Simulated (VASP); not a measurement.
# BiTe in VASP: a series of runs

BiTe is run at these levels: PBE; tasks: single point.

All numbers are computed with VASP 6.6.1; they aren't measurements. Logs are shortened: lines on timing, memory, paths and dates and some standing lists are left out, and cuts for length are marked.

**1. The cell of the first run**

It takes space group Fm-3m (No. 225, cubic). Conventional cell: a = 6.470 Å, b = 6.470 Å, c = 6.470 Å, α = 90.00°, β = 90.00°, γ = 90.00°. Within 4.3 Å of Bi (site symmetry m-3m) lie 6 Te at 3.23 Å. Within 4.3 Å of Te (site symmetry m-3m) lie 6 Bi at 3.23 Å.

**2. Single point, PBE, non-collinear spin, zero start, spin-orbit coupling**

The input, INCAR:

```
PREC = Accurate
ENCUT = 520
EDIFF = 1E-6
ISMEAR = -1
SIGMA = 0.08
LREAL = False
LASPH = True
NELM = 150
ALGO = Normal
ISIF = 2
LWAVE = False
LCHARG = False
LNONCOLLINEAR = True
MAGMOM = 0 0 0 0 0 0
LORBIT = 11
LSORBIT = True
GGA_COMPAT = False
LORBMOM = True
GGA = PE
NBANDS = 33
```

The input, KPOINTS:

```
regular mesh
0
Gamma
  10 10 10
```

The input, POSCAR:

```
BiTe
1.0
    0.0000000000      3.2350000000      3.2350000000
    3.2350000000      0.0000000000      3.2350000000
    3.2350000000      3.2350000000      0.0000000000
Bi Te
1 1
Direct
    0.0000000000      0.0000000000      0.0000000000
    0.5000000000      0.5000000000      0.5000000000
```

Potentials or basis: VASP PAW PBE potentials, release 64 (Bi_d, Te).

Started as:

```bash
$ cat potpaw_PBE.64/Bi_d/POTCAR potpaw_PBE.64/Te/POTCAR > POTCAR
$ mpirun -np 1 vasp_ncl > vasp.out
```

OUTCAR:

```text
PREC = Accurate
   ENCUT = 520
   EDIFF = 1E-6
   ISMEAR = -1
   LREAL = False
   LASPH = True
   NELM = 150
   ISIF = 2
   LNONCOLLINEAR = True
   LORBIT = 11
   LSORBIT = True
   GGA = PE

 ion  position               nearest neighbor table
   1  0.000  0.000  0.000-   2 3.23   2 3.23   2 3.23   2 3.23   2 3.23   2 3.23
   2  0.500  0.500  0.500-   1 3.23   1 3.23   1 3.23   1 3.23   1 3.23   1 3.23

  LATTYP: Found a face centered cubic cell.
 ALAT       =     6.4700000000

  Lattice vectors:

 A1 = (   0.0000000000,   3.2350000000,   3.2350000000)
 A2 = (   3.2350000000,   0.0000000000,   3.2350000000)
 A3 = (   3.2350000000,   3.2350000000,   0.0000000000)

Analysis of symmetry for initial positions (statically):
=====================================================================
 Subroutine PRICEL returns:
 Original cell was already a primitive cell.

 Routine SETGRP: Setting up the symmetry group for a
 face centered cubic supercell.

 Subroutine GETGRP returns: Found 48 space group operations
 (whereof 48 operations were pure point group operations)
 out of a pool of 48 trial point group operations.

The static configuration has the point symmetry O_h .

Analysis of symmetry for dynamics (positions and initial velocities):
=====================================================================
 Subroutine PRICEL returns:
 Original cell was already a primitive cell.

 Routine SETGRP: Setting up the symmetry group for a
 face centered cubic supercell.

 Subroutine GETGRP returns: Found 48 space group operations
 (whereof 48 operations were pure point group operations)
 out of a pool of 48 trial point group operations.

The dynamic configuration has the point symmetry O_h .

Analysis of structural, dynamic, and magnetic symmetry:
=====================================================================
 Subroutine PRICEL returns:
 Original cell was already a primitive cell.

 Routine SETGRP: Setting up the symmetry group for a
 face centered cubic supercell.

 Subroutine GETGRP returns: Found 48 space group operations
 (whereof 48 operations were pure point group operations)
 out of a pool of 48 trial point group operations.

The overall configuration has the point symmetry O_h .

 Subroutine INISYM returns: Found 48 space group operations
 (whereof 48 operations are pure point group operations),
 and found     1 'primitive' translations

----------------------------------------------------------------------------------------

                                     Primitive cell

  volume of cell :      67.7100

  direct lattice vectors                    reciprocal lattice vectors
     0.000000000  3.235000000  3.235000000    -0.154559505  0.154559505  0.154559505
     3.235000000  0.000000000  3.235000000     0.154559505 -0.154559505  0.154559505
     3.235000000  3.235000000  0.000000000     0.154559505  0.154559505 -0.154559505

  length of vectors
     4.574980874  4.574980874  4.574980874     0.267704916  0.267704916  0.267704916

  position of ions in fractional coordinates (direct lattice)
     0.000000000  0.000000000  0.000000000
     0.500000000  0.500000000  0.500000000

  ion indices of the primitive-cell ions
   primitive index   ion index
                 1           1
                 2           2

----------------------------------------------------------------------------------------

 KPOINTS: regular mesh

Automatic generation of k-mesh.
 Grid dimensions read from file:
 generate k-points for:   10   10   10

 Generating k-lattice:

  Cartesian coordinates                     Fractional coordinates (reciprocal lattice)
    -0.015455951  0.015455951  0.015455951     0.100000000  0.000000000  0.000000000
     0.015455951 -0.015455951  0.015455951     0.000000000  0.100000000  0.000000000
     0.015455951  0.015455951 -0.015455951     0.000000000  0.000000000  0.100000000

  Length of vectors
     0.026770492  0.026770492  0.026770492

  Shift w.r.t. Gamma in fractional coordinates (k-lattice)
     0.000000000  0.000000000  0.000000000

 Subroutine IBZKPT returns following result:
 ===========================================

 Found     47 irreducible k-points:

 Following reciprocal coordinates:
            Coordinates               Weight
  0.000000  0.000000  0.000000      1.000000
  0.100000  0.000000  0.000000      8.000000
  0.200000  0.000000  0.000000      8.000000
[... 44 lines left out ...]
   IBRION =     -1    ionic relax: 0-MD 1-quasi-New 2-CG
   NFREE  =      0    steps in history (QN), initial steepest desc. (CG)
   ISIF   =      2    stress and relaxation
   ISYM   =      2    0-nonsym 1-usesym 2-fastsym
   POTIM  = 0.5000    time-step for ionic-motion
   TEBEG  =    0.0;   TEEND  =   0.0 temperature during run
   PSTRESS=    0.0 pullay stress
   NELECT =      21.0000    total number of electrons
   NUPDOWN=      -1.0000    fix difference up-down
   EMIN   =  10.00;   EMAX   =-10.00  energy-range for DOS
   EFERMI =   0.00;   METHOD = LEGACY
   ISMEAR =    -1;   SIGMA  =   0.08  broadening in eV -4-tet -1-fermi 0-gaus
   EFERMI_NEDOS =   21; number of points for ismear=-14 and -15
   IALGO  =     38    algorithm
   IMIX   =      4    mixing-type and parameters
     AMIX     =   0.40;   BMIX     =  1.00
     AMIX_MAG =   1.60;   BMIX_MAG =  1.00
  volume/ion in A,a.u.               =      33.86       228.46
  Fermi-wavevector in a.u.,A,eV,Ry     =   1.108146  2.094092 16.707785  1.227988
  Thomas-Fermi vector in A             =   2.244669
   LORBIT       =     11    0 simple, 1 ext, 2 COOP (PROOUT), +10 PAW based schemes
   GGA     = PE    functional components
   LHFCALC =     F    Hartree Fock is set to
   AEXX    =    0.0000 exact exchange contribution
   IVDW    =     0    specifies the selected vdW correction
   LEPSILON=     F    determine dielectric tensor
   LRPA    =     F    only Hartree local field effects (RPA)
  energy-cutoff  :      520.00
  volume of cell :       67.71
 maximum number of plane-waves:      3698
 NGX is ok and might be reduce to    36
   NGX = 17   NGY = 17   NGZ = 17

 number of electron      21.0000000 magnetization       0.0000000      0.0000000      0.0000000

 number of electron      21.0000001 magnetization      -0.0000000     -0.0000000     -0.0000000

 number of electron      21.0000001 magnetization       0.0000000      0.0000000     -0.0000000

 number of electron      21.0000001 magnetization      -0.0000000     -0.0000000      0.0000000

 Free energy of the ion-electron system (eV)
  ---------------------------------------------------
  ext. energy  EPLUGINS =         0.00000000
  ---------------------------------------------------
  free energy    TOTEN  =        -8.18739004 eV

  energy without entropy =       -8.16053342  energy(sigma->0) =       -8.17396173

 E-fermi :   6.5803     XC(G=0):  -9.4024

 val. band max:        6.5668544603   @ k =   0.2000   0.2000   0.0000
 cond. band min:       6.5817503196   @ k =   0.4000   0.2000   0.1000
 fundamental gap:      0.0148958593
 Fermi energy:         6.5802929667

 k-point     1 :       0.0000    0.0000    0.0000
  band No.  band energies     occupation
      1     -18.0596      1.00000
      2     -18.0596      1.00000
      3     -18.0596      1.00000
      4     -18.0596      1.00000
      5     -15.0938      1.00000
      6     -15.0938      1.00000
[... 853 lines left out ...]
     32      15.0305      0.00000
     33      15.5268      0.00000

 [... further k-points ...]

------------------------ aborting loop because EDIFF is reached ----------------------------------------

  FORCE on cell =-STRESS in cart. coord.  units (eV):
  Direction    XX          YY          ZZ          XY          YZ          ZX
  --------------------------------------------------------------------------------------
  -------------------------------------------------------------------------------------
  Total        0.8179930      0.8179930      0.8179930      0.0000000      0.0000000      0.0000000
  in kB       19.3556307     19.3556307     19.3556307      0.0000000      0.0000000      0.0000000
  external PRESSURE =      19.3556307 kB  Pullay stress =       0.0000000 kB

 VOLUME and BASIS-vectors are now :
 -----------------------------------------------------------------------------
  energy-cutoff  :      520.00
  volume of cell :       67.71
      direct lattice vectors                 reciprocal lattice vectors
     0.000000000  3.235000000  3.235000000    -0.154559505  0.154559505  0.154559505
     3.235000000  0.000000000  3.235000000     0.154559505 -0.154559505  0.154559505
     3.235000000  3.235000000  0.000000000     0.154559505  0.154559505 -0.154559505

 POSITION                                       TOTAL-FORCE (eV/Angst)
 -----------------------------------------------------------------------------------
      0.00000      0.00000      0.00000        -0.000000      0.000000     -0.000000
      3.23500      3.23500      3.23500         0.000000     -0.000000      0.000000
 -----------------------------------------------------------------------------------
    total drift:                               -0.000000      0.000000      0.000000

  FREE ENERGIE OF THE ION-ELECTRON SYSTEM (eV)
  ---------------------------------------------------
  free  energy   TOTEN  =        -8.1873900444 eV

  energy  without entropy=       -8.1605334193  energy(sigma->0) =       -8.17396173

 orbital moment (x)

 # of ion     p       d       tot
 ----------------------------------------
  1         0.000  -0.000  -0.000
  2         0.000  -0.000  -0.000
 ----------------------------------------
            0.000  -0.000  -0.000

 orbital moment (y)

 # of ion     p       d       tot
 ----------------------------------------
  1         0.000   0.000   0.000
  2         0.000   0.000   0.000
 ----------------------------------------
            0.000   0.000   0.000

 orbital moment (z)

 # of ion     p       d       tot
 ----------------------------------------
  1         0.000  -0.000   0.000
  2         0.000   0.000   0.000
 ----------------------------------------
            0.000  -0.000   0.000

 Spin-Orbit-Coupling matrix elements

 Ion:    1  E_soc:     -1.8780713
 l=   1
     0.0000000    -0.2473519    -0.2473519
    -0.2473519     0.0000000    -0.2473519
    -0.2473519    -0.2473519     0.0000000
 l=   2
     0.0000000    -0.0131212     0.0000000    -0.0131212    -0.0525388
    -0.0131212     0.0000000    -0.0394041    -0.0131212    -0.0131347
     0.0000000    -0.0394041     0.0000000    -0.0394041     0.0000000
    -0.0131212    -0.0131212    -0.0394041     0.0000000    -0.0131347
    -0.0525388    -0.0131347     0.0000000    -0.0131347     0.0000000
 l=   3
     0.0000000     0.0000000     0.0000000     0.0000000     0.0000000     0.0000000     0.0000000
     0.0000000     0.0000000     0.0000000     0.0000000     0.0000000     0.0000000     0.0000000
     0.0000000     0.0000000     0.0000000     0.0000000     0.0000000     0.0000000     0.0000000
     0.0000000     0.0000000     0.0000000     0.0000000     0.0000000     0.0000000     0.0000000
     0.0000000     0.0000000     0.0000000     0.0000000     0.0000000     0.0000000     0.0000000
     0.0000000     0.0000000     0.0000000     0.0000000     0.0000000     0.0000000     0.0000000
     0.0000000     0.0000000     0.0000000     0.0000000     0.0000000     0.0000000     0.0000000

 Ion:    2  E_soc:     -0.2071067
 l=   1
     0.0000000    -0.0346661    -0.0346661
    -0.0346661     0.0000000    -0.0346661
    -0.0346661    -0.0346661     0.0000000
 l=   2
     0.0000000    -0.0000127     0.0000000    -0.0000127     0.0001611
    -0.0000127     0.0000000     0.0001208    -0.0000127     0.0000403
     0.0000000     0.0001208     0.0000000     0.0001208     0.0000000
    -0.0000127    -0.0000127     0.0001208     0.0000000     0.0000403
     0.0001611     0.0000403     0.0000000     0.0000403     0.0000000
 l=   3
     0.0000000     0.0000000     0.0000000     0.0000000     0.0000000     0.0000000     0.0000000
     0.0000000     0.0000000     0.0000000     0.0000000     0.0000000     0.0000000     0.0000000
     0.0000000     0.0000000     0.0000000     0.0000000     0.0000000     0.0000000     0.0000000
     0.0000000     0.0000000     0.0000000     0.0000000     0.0000000     0.0000000     0.0000000
     0.0000000     0.0000000     0.0000000     0.0000000     0.0000000     0.0000000     0.0000000
     0.0000000     0.0000000     0.0000000     0.0000000     0.0000000     0.0000000     0.0000000
     0.0000000     0.0000000     0.0000000     0.0000000     0.0000000     0.0000000     0.0000000

 total charge

# of ion       s       p       d       tot
------------------------------------------
    1        1.569   1.208   9.928  12.705
    2        1.409   1.900   0.031   3.340
--------------------------------------------------
tot          2.978   3.108   9.959  16.045

 magnetization (x)

# of ion       s       p       d       tot
------------------------------------------
    1        0.000   0.000  -0.000   0.000
    2        0.000  -0.000   0.000  -0.000
--------------------------------------------------
tot          0.000  -0.000  -0.000   0.000

 magnetization (y)

# of ion       s       p       d       tot
------------------------------------------
    1        0.000   0.000  -0.000   0.000
    2        0.000   0.000   0.000   0.000
--------------------------------------------------
tot          0.000   0.000  -0.000   0.000

 magnetization (z)

# of ion       s       p       d       tot
------------------------------------------
    1        0.000   0.000   0.000   0.000
    2        0.000   0.000   0.000   0.000
--------------------------------------------------
tot          0.000   0.000   0.000   0.000
```

Run time: 2.9 min. Hardware: 1 thread of Intel Xeon 6975P-C (Granite Rapids), shared host; peak memory 0.47 GiB.

What came out:

```yaml
Free_energy: -8.1874 eV
Pressure: 1.9 GPa
Net_moment: 0.00 μB per cell
Valence_electrons_inside_the_program's_atomic_spheres: Bi 12.71; Te 3.34
```

Moments on the atoms (μB; x, y, z):
```
Bi  0.00 0.00 0.00
Te  0.00 0.00 0.00
```

**3. Single point, PBE (xy shear strain of -4 %)**

The input, INCAR:

```
ALGO = Normal
EDIFF = 1E-7
ENCUT = 520
GGA = PE
ISIF = 2
ISMEAR = -1
LASPH = T
LCHARG = F
LREAL = F
LWAVE = F
NBANDS = 18
NELM = 60
PREC = Accurate
SIGMA = 0.08
```

The input, KPOINTS:

```
k-points
0
Gamma
  10 10 10
```

The input, POSCAR:

```
BiTe
1.0
   -0.0647000000      3.2350000000      3.2350000000
    3.2350000000     -0.0647000000      3.2350000000
    3.1703000000      3.1703000000      0.0000000000
Bi Te
1 1
Direct
    0.0000000000      0.0000000000      0.0000000000
    0.5000000000      0.5000000000      0.5000000000
```

Potentials or basis: VASP PAW PBE potentials, release 64 (Bi_d, Te).

Started as:

```bash
$ cat potpaw_PBE.64/Bi_d/POTCAR potpaw_PBE.64/Te/POTCAR > POTCAR
$ mpirun -np 1 vasp_std > vasp.out
```

It took 1.7 min on 1 thread of Intel Xeon Platinum 8488C (Sapphire Rapids), shared host; peak memory 0.35 GiB.

The run converged. Its results:

| Quantity | Value |
| --- | --- |
| Free energy | -7.1874 eV |
| Pressure | 0.7 GPa |
| Band gap on the k mesh | zero (an odd number of electrons rules out a gap without spin polarisation) |

Levels at points of the mesh, in eV from the Fermi level:
| k point | band 8 | band 9 | band 10 | band 11 | band 12 | band 13 |
| --- | --- | --- | --- | --- | --- | --- |
| (0.00, 0.00, 0.00) | -2.73 | -2.56 | -2.37 | 2.08 | 2.14 | 2.22 |
| (0.50, 0.00, 0.00) | -1.92 | -1.82 | -1.52 | -0.79 | -0.56 | -0.49 |
| (0.50, 0.50, 0.00) | -5.67 | -4.21 | -3.83 | 2.25 | 3.51 | 3.67 |
| (0.00, 0.00, 0.50) | -2.02 | -1.96 | -1.67 | -0.95 | -0.76 | -0.63 |
| (0.50, 0.00, 0.50) | -5.67 | -4.02 | -4.02 | 2.23 | 3.54 | 3.58 |

Caveat: the cell differs from its parent crystal (xy shear strain of -4 %); spin-orbit coupling is left out, which moves the levels of the heavy elements.

(Continued in part 2 of 2.)
